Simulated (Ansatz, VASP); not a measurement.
# Two plane-wave programs on Ga2O3

File INCAR:

```
SYSTEM = Ga2O3
ALGO = Normal
EDIFF = 1E-7
ENCUT = 520
GGA = RE
ISIF = 2
ISMEAR = -1
LASPH = .True.
LCHARG = .False.
LREAL = .False.
LWAVE = .False.
NBANDS = 55
NELM = 60
PREC = Accurate
SIGMA = 0.05
```

The input KPOINTS:

```
k-points
0
Gamma
  9 9 5
  0 0 0
```

Contents of POSCAR:

```
Ga2O3
1.0
    6.0244628552     -1.4980265382      0.0000000000
    6.0244628552      1.4980265382      0.0000000000
   -1.3672570200      0.0000000000      5.5539182113
Ga O
4 6
Direct
    0.3413400000      0.3413400000      0.6859800000
    0.6586600000      0.6586600000      0.3140200000
    0.9095000000      0.9095000000      0.2054000000
    0.0905000000      0.0905000000      0.7946000000
    0.5041000000      0.5041000000      0.7434000000
    0.4959000000      0.4959000000      0.2566000000
    0.8267000000      0.8267000000      0.4368000000
    0.1733000000      0.1733000000      0.5632000000
    0.8355000000      0.8355000000      0.8902000000
    0.1645000000      0.1645000000      0.1098000000
```

File input.yaml:

```yaml
crystal:
  lattice:
    - [6.0244628552, -1.4980265382, 0.0]
    - [6.0244628552, 1.4980265382, 0.0]
    - [-1.36725702, 0.0, 5.5539182113]
  atoms:
    - { symbol: Ga, position: [0.34134, 0.34134, 0.68598] }
    - { symbol: Ga, position: [0.65866, 0.65866, 0.31402] }
    - { symbol: Ga, position: [0.9095, 0.9095, 0.2054] }
    - { symbol: Ga, position: [0.0905, 0.0905, 0.7946] }
    - { symbol: O, position: [0.5041, 0.5041, 0.7434] }
    - { symbol: O, position: [0.4959, 0.4959, 0.2566] }
    - { symbol: O, position: [0.8267, 0.8267, 0.4368] }
    - { symbol: O, position: [0.1733, 0.1733, 0.5632] }
    - { symbol: O, position: [0.8355, 0.8355, 0.8902] }
    - { symbol: O, position: [0.1645, 0.1645, 0.1098] }
hamiltonian:
  xc: revpbe
  pseudopotentials: { kind: paw }
kpoints:
  mp_grid: { grid: [9, 9, 5] }
scf:
  occupations: { method: fermi_dirac, width: 0.05 }
output:
  forces: true
  stress: true
  eigenvalues: true
```

Alike in both runs: task single point; functional revPBE; k mesh 9 × 9 × 5; occupations fermi-dirac, width 0.05 eV; no spin polarisation.

|  | VASP | Ansatz |
| --- | --- | --- |
| version | VASP 6.6.1 | Ansatz 0.2.0 |
| potentials or method | VASP PAW PBE potentials, release 64 (Ga_d, O) | Ansatz PAW |
| plane-wave cutoff (eV) | 520 | 420 |
| valence electrons in the cell | 88 | 88 |

Ansatz gave:

| Property | Result |
| --- | --- |
| gap on the k mesh at the Fermi level (eV) | 2.89 |
| least direct gap on the mesh (eV) | 2.90 |
| pressure (GPa) | 23.4 |
| traceless stress, the component that is largest in VASP (GPa) | 1.49 |
| rms of the force components (eV/Å) | 0.192 |

Problem. Estimate VASP's values.

Solution. gap on the k mesh at the Fermi level (eV): 2.89; least direct gap on the mesh (eV): 2.90; pressure (GPa): 23.7; traceless stress, the component that is largest in VASP (GPa): 1.58; rms of the force components (eV/Å): 0.188.

VASP's potentials were made for PBE, not for revPBE. Atom by atom the forces differ by 0.022 eV/Å (rms over components).

Noted on Ansatz's run: odd divisions of the mesh miss points on the zone boundary, where band edges often lie, so the gap on the mesh can be too wide.
